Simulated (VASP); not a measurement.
# Au (C2/c) in VASP: single point with BLYP

Aim: the single point of Au with BLYP.

Everything below comes from runs of VASP 6.6.1. Logs are shortened: lines on timing, memory, paths and dates and some standing lists are left out, and cuts for length are marked.

**1. The cell of the first run**

The structure is monoclinic, space group C2/c (No. 15). The conventional cell has a = 2.829 Å, b = 7.661 Å, c = 3.885 Å, α = 90.00°, β = 90.11°, γ = 90.00°. Within 3.7 Å of Au (site symmetry 2) lie 8 Au at 2.83 to 2.97 Å.

**2. Single point, BLYP**

Input file INCAR:

```
SYSTEM = Au
  PREC = Accurate
  ENCUT = 520
  EDIFF = 1E-6
  ISMEAR = -1
  SIGMA = 0.1
  LREAL = .FALSE.
  LASPH = .TRUE.
  NELM = 100
  ALGO = Normal
  ISIF = 2
  LWAVE = .FALSE.
  LCHARG = .FALSE.
  GGA = B5
  ALDAX = 1.0
  AGGAX = 1.0
  AGGAC = 1.0
  ALDAC = 0.0
  NBANDS = 18
  ISYM = 0
```

Input file KPOINTS:

```
regular mesh
0
G
  13 13 9
  0 0 0
```

Input file POSCAR:

```
Au
1.0
   -2.5253189155      2.8919502874      1.3906565147
    2.8919502874     -2.5253189155      1.3906565147
    2.6998714008      2.6998714008     -0.7191704855
Au
2
Direct
    0.0114745961      0.9885254039      0.0000000000
    0.7385254039      0.2614745961      0.5000000000
```

Potentials or basis: VASP PAW PBE potentials, release 64 (Au).

Run with:

```bash
$ cat potpaw_PBE.64/Au/POTCAR > POTCAR
$ mpirun -np 1 vasp_std > vasp.out
```

OUTCAR:

```text
SYSTEM = Au
   PREC = Accurate
   ENCUT = 520
   EDIFF = 1E-6
   ISMEAR = -1
   LREAL = .FALSE.
   LASPH = .TRUE.
   NELM = 100
   ISIF = 2
   GGA = B5
   ISYM = 0

 ion  position               nearest neighbor table
   1  0.011  0.989  0.000-   2 2.85   2 2.85   2 2.96   2 2.96   2 2.97   2 2.97
   2  0.739  0.261  0.500-   1 2.85   1 2.85   1 2.96   1 2.96   1 2.97   1 2.97

IMPORTANT INFORMATION: All symmetrisations will be switched off!
NOSYMM: (Re-)initialisation of all symmetry stuff for point group C_1.

----------------------------------------------------------------------------------------

                                     Primitive cell

  volume of cell :      42.1077

  direct lattice vectors                    reciprocal lattice vectors
    -2.525318916  2.891950287  1.390656515    -0.046035774  0.138559076  0.347346036
     2.891950287 -2.525318916  1.390656515     0.138559076 -0.046035774  0.347346036
     2.699871401  2.699871401 -0.719170485     0.178911865  0.178911865 -0.047168155

  length of vectors
     4.083446783  4.083446783  3.885333621     0.376785322  0.376785322  0.257378604

  position of ions in fractional coordinates (direct lattice)
     0.011474596  0.988525404  1.000000000
     0.738525404  0.261474596  0.500000000

  ion indices of the primitive-cell ions
   primitive index   ion index
                 1           1
                 2           2

----------------------------------------------------------------------------------------

 KPOINTS: regular mesh

Automatic generation of k-mesh.
 Grid dimensions read from file:
 generate k-points for:   13   13    9

 Generating k-lattice:

  Cartesian coordinates                     Fractional coordinates (reciprocal lattice)
    -0.003541213  0.010658390  0.026718926     0.076923077  0.000000000 -0.000000000
     0.010658390 -0.003541213  0.026718926     0.000000000  0.076923077 -0.000000000
     0.019879096  0.019879096 -0.005240906     0.000000000  0.000000000  0.111111111

  Length of vectors
     0.028983486  0.028983486  0.028597623

  Shift w.r.t. Gamma in fractional coordinates (k-lattice)
     0.000000000  0.000000000  0.000000000

 Subroutine IBZKPT returns following result:
 ===========================================

 Found    761 irreducible k-points:

 Following reciprocal coordinates:
            Coordinates               Weight
  0.000000  0.000000  0.000000      1.000000
  0.076923  0.000000  0.000000      2.000000
  0.000000 -0.076923 -0.000000      2.000000
  0.153846  0.000000 -0.000000      2.000000
  0.000000 -0.153846  0.000000      2.000000
  0.230769  0.000000 -0.000000      2.000000
[... 16 lines left out ...]
  0.461538  0.076923 -0.000000      2.000000
 -0.076923 -0.461538  0.000000      2.000000
 [... further k-points ...]
   k-points           NKPTS =    761   k-points in BZ     NKDIM =    761   number of bands    NBANDS=     18
   number of dos      NEDOS =    301   number of ions     NIONS =      2
   total plane-waves  NPLWV =  27000
   dimension x,y,z NGX =    30 NGY =   30 NGZ =   30
   dimension x,y,z NGXF=    60 NGYF=   60 NGZF=   60
   ions per type =               2
   NGX,Y,Z   is equivalent  to a cutoff of  12.21, 12.21, 12.84 a.u.
   NGXF,Y,Z  is equivalent  to a cutoff of  24.43, 24.43, 25.67 a.u.
 SYSTEM =  Au
   PREC   = accura    normal or accurate (medium, high low for compatibility)
   ISTART =      0    job   : 0-new  1-cont  2-samecut
   ICHARG =      2    charge: 1-file 2-atom 10-const
   ISPIN  =      1    spin polarized calculation?
   LNONCOLLINEAR =      F non collinear calculations
   LSORBIT =      F    spin-orbit coupling
   LASPH  =      T    aspherical Exc in radial PAW
   ENCUT  =  520.0 eV  38.22 Ry    6.18 a.u.   7.59  7.59  7.22*2*pi/ulx,y,z
   NELM   =    100;   NELMIN=  2; NELMDL= -5     # of ELM steps
   EDIFF  = 0.1E-05   stopping-criterion for ELM
   LREAL  =      F    real-space projection
   EDIFFG = 0.1E-04   stopping-criterion for IOM
   NSW    =      0    number of steps for IOM
   IBRION =     -1    ionic relax: 0-MD 1-quasi-New 2-CG
   NFREE  =      0    steps in history (QN), initial steepest desc. (CG)
   ISIF   =      2    stress and relaxation
   ISYM   =      0    0-nonsym 1-usesym 2-fastsym
   POTIM  = 0.5000    time-step for ionic-motion
   TEBEG  =    0.0;   TEEND  =   0.0 temperature during run
   PSTRESS=    0.0 pullay stress
   NELECT =      22.0000    total number of electrons
   NUPDOWN=      -1.0000    fix difference up-down
   EMIN   =  10.00;   EMAX   =-10.00  energy-range for DOS
   EFERMI =   0.00;   METHOD = LEGACY
   ISMEAR =    -1;   SIGMA  =   0.10  broadening in eV -4-tet -1-fermi 0-gaus
   EFERMI_NEDOS =   21; number of points for ismear=-14 and -15
   IALGO  =     38    algorithm
   IMIX   =      4    mixing-type and parameters
     AMIX     =   0.40;   BMIX     =  1.00
     AMIX_MAG =   1.60;   BMIX_MAG =  1.00
  volume/ion in A,a.u.               =      21.05       142.08
  Fermi-wavevector in a.u.,A,eV,Ry     =   1.318546  2.491691 23.654599  1.738564
  Thomas-Fermi vector in A             =   2.448508
   LORBIT       =      0    0 simple, 1 ext, 2 COOP (PROOUT), +10 PAW based schemes
   GGA     = B5    functional components
   LHFCALC =     F    Hartree Fock is set to
   AEXX    =    0.0000 exact exchange contribution
   IVDW    =     0    specifies the selected vdW correction
   LEPSILON=     F    determine dielectric tensor
   LRPA    =     F    only Hartree local field effects (RPA)
 non-spin polarized calculation
  energy-cutoff  :      520.00
  volume of cell :       42.11
 maximum number of plane-waves:      1151
   NGX = 15   NGY = 15   NGZ = 15

 number of electron      21.9999998 magnetization

 Free energy of the ion-electron system (eV)
  ---------------------------------------------------
  ext. energy  EPLUGINS =         0.00000000
  ---------------------------------------------------
  free energy    TOTEN  =        -4.90124806 eV

  energy without entropy =       -4.88199818  energy(sigma->0) =       -4.89162312

 E-fermi :   6.8131     XC(G=0): -10.7860

 val. band max:        6.8129793199   @ k =   0.2308   0.2308   0.1111
 cond. band min:       6.8202522383   @ k =   0.3846   0.0000   0.4444
 fundamental gap:      0.0072729184
 Fermi energy:         6.8130953810

 k-point     1 :       0.0000    0.0000    0.0000
  band No.  band energies     occupation
      1      -0.9678      2.00000
      2       1.3784      2.00000
      3       1.5821      2.00000
      4       1.7532      2.00000
      5       2.1459      2.00000
      6       4.1806      2.00000
[... 10 lines left out ...]
     17      20.9523      0.00000
     18      23.5485      0.00000

 k-point     2 :       0.0769    0.0000    0.0000
  band No.  band energies     occupation
      1      -0.8048      2.00000
      2       1.4904      2.00000
      3       1.6721      2.00000
      4       1.7806      2.00000
      5       2.2510      2.00000
      6       4.0537      2.00000
[... 10 lines left out ...]
     17      21.0508      0.00000
     18      21.8402      0.00000

 k-point     3 :       0.0000   -0.0769   -0.0000
  band No.  band energies     occupation
      1      -0.8048      2.00000
      2       1.4904      2.00000
      3       1.6721      2.00000
      4       1.7806      2.00000
      5       2.2510      2.00000
      6       4.0537      2.00000
[... 10 lines left out ...]
     17      21.0508      0.00000
     18      21.8402      0.00000

 k-point     4 :       0.1538    0.0000   -0.0000
  band No.  band energies     occupation
      1      -0.3406      2.00000
      2       1.6891      2.00000
      3       1.8508      2.00000
      4       2.0240      2.00000
      5       2.5780      2.00000
      6       3.6936      2.00000
[... 10 lines left out ...]
     17      21.0137      0.00000
     18      21.4475      0.00000

 k-point     5 :       0.0000   -0.1538    0.0000
  band No.  band energies     occupation
      1      -0.3406      2.00000
      2       1.6891      2.00000
      3       1.8508      2.00000
      4       2.0240      2.00000
      5       2.5780      2.00000
      6       3.6936      2.00000
[... 10 lines left out ...]
     17      21.0137      0.00000
     18      21.4475      0.00000

 k-point     6 :       0.2308    0.0000   -0.0000
  band No.  band energies     occupation
      1       0.3319      2.00000
      2       1.8776      2.00000
      3       1.9292      2.00000
      4       2.5533      2.00000
      5       3.0173      2.00000
      6       3.1971      2.00000
[... 10 lines left out ...]
     17      19.5624      0.00000
     18      21.7624      0.00000

 k-point     7 :      -0.0000   -0.2308    0.0000
  band No.  band energies     occupation
      1       0.3319      2.00000
      2       1.8776      2.00000
      3       1.9292      2.00000
      4       2.5533      2.00000
      5       3.0173      2.00000
      6       3.1971      2.00000
[... 10 lines left out ...]
     17      19.5624      0.00000
     18      21.7640      0.00000

 k-point     8 :       0.3077    0.0000   -0.0000
  band No.  band energies     occupation
      1       1.0003      2.00000
      2       1.9540      2.00000
      3       1.9740      2.00000
      4       2.7171      2.00000
      5       2.9362      2.00000
      6       3.1501      2.00000
[... 10 lines left out ...]
     17      20.0830      0.00000
     18      21.8995      0.00000
[... 229 lines left out ...]
     17      19.9406      0.00000
     18      22.2233      0.00000

 k-point    20 :      -0.0769   -0.3077    0.0000
  band No.  band energies     occupation
      1       1.3373      2.00000
      2       1.8646      2.00000
      3       1.9477      2.00000
      4       2.5739      2.00000
      5       2.8651      2.00000
      6       3.2916      2.00000
[... 10 lines left out ...]
     17      19.9406      0.00000
     18      22.2243      0.00000

 k-point    21 :       0.3846    0.0769   -0.0000
  band No.  band energies     occupation
      1       1.4894      2.00000
      2       1.8223      2.00000
      3       1.8513      2.00000
      4       2.3286      2.00000
      5       3.1280      2.00000
      6       3.6015      2.00000
[... 10 lines left out ...]
     17      21.1151      0.00000
     18      21.4400      0.00000

 k-point    22 :      -0.0769   -0.3846    0.0000
  band No.  band energies     occupation
      1       1.4894      2.00000
      2       1.8223      2.00000
      3       1.8513      2.00000
      4       2.3286      2.00000
      5       3.1280      2.00000
      6       3.6015      2.00000
[... 10 lines left out ...]
     17      21.1151      0.00000
     18      21.4341      0.00000

 k-point    23 :       0.4615    0.0769   -0.0000
  band No.  band energies     occupation
      1       1.5289      2.00000
      2       1.7514      2.00000
      3       1.9246      2.00000
      4       2.2051      2.00000
      5       3.2936      2.00000
      6       3.8335      2.00000
[... 10 lines left out ...]
     17      20.8809      0.00000
     18      21.0208      0.00000

 k-point    24 :      -0.0769   -0.4615    0.0000
  band No.  band energies     occupation
      1       1.5289      2.00000
      2       1.7514      2.00000
      3       1.9246      2.00000
      4       2.2051      2.00000
      5       3.2936      2.00000
      6       3.8335      2.00000
[... 10 lines left out ...]
     17      20.8809      0.00000
     18      21.0208      0.00000

 [... further k-points ...]

------------------------ aborting loop because EDIFF is reached ----------------------------------------

  FORCE on cell =-STRESS in cart. coord.  units (eV):
  Direction    XX          YY          ZZ          XY          YZ          ZX
  --------------------------------------------------------------------------------------
  -------------------------------------------------------------------------------------
  Total        0.0954346      0.0954337      0.1429701      0.0050906      0.0091970      0.0091973
  in kB        3.6312444      3.6312104      5.4399457      0.1936950      0.3499418      0.3499530
  external PRESSURE =       4.2341335 kB  Pullay stress =       0.0000000 kB

 VOLUME and BASIS-vectors are now :
 -----------------------------------------------------------------------------
  energy-cutoff  :      520.00
  volume of cell :       42.11
      direct lattice vectors                 reciprocal lattice vectors
    -2.525318916  2.891950287  1.390656515    -0.046035774  0.138559076  0.347346036
     2.891950287 -2.525318916  1.390656515     0.138559076 -0.046035774  0.347346036
     2.699871401  2.699871401 -0.719170485     0.178911865  0.178911865 -0.047168155

 POSITION                                       TOTAL-FORCE (eV/Angst)
 -----------------------------------------------------------------------------------
      2.82979     -2.46316      1.39066        -0.002579      0.002578      0.000000
      0.24110      2.82541      1.03107         0.002579     -0.002578     -0.000000
 -----------------------------------------------------------------------------------
    total drift:                               -0.000000     -0.000000      0.000000

  FREE ENERGIE OF THE ION-ELECTRON SYSTEM (eV)
  ---------------------------------------------------
  free  energy   TOTEN  =        -4.9012480602 eV

  energy  without entropy=       -4.8819981837  energy(sigma->0) =       -4.89162312
```

Run time: 3.9 min. Hardware: 1 thread of Intel Xeon Platinum 8559C (Emerald Rapids), shared host; peak memory 0.54 GiB.

What came out:

| Quantity | Value |
| --- | --- |
| Free energy | -4.9012 eV |
| Pressure | 0.4 GPa |
| Largest force | 0.004 eV/Å |
| Band gap on the k mesh | zero (bands 11 and 12 overlap by 4.48 eV) |

Forces in eV/Å, atoms in the order of the input:
```
Au  -0.003  0.003  0.000
Au   0.003 -0.003  0.000
```

Stress tensor (GPa, compression positive):
```
0.36 0.02 0.03
0.02 0.36 0.03
0.03 0.03 0.54
```

Levels at points of the mesh, in eV from the Fermi level:
| k point | band 7 | band 8 | band 9 | band 10 | band 11 | band 12 | band 13 | band 14 | band 15 | band 16 |
| --- | --- | --- | --- | --- | --- | --- | --- | --- | --- | --- |
| (0.00, 0.00, 0.00) | -2.58 | -2.40 | -2.12 | -1.92 | -1.17 | 3.78 | 4.22 | 5.82 | 11.82 | 14.08 |

Caveat: the PAW data sets were made with another functional, which shifts forces and pressure a little; spin-orbit coupling is left out, which moves the levels of the heavy elements.
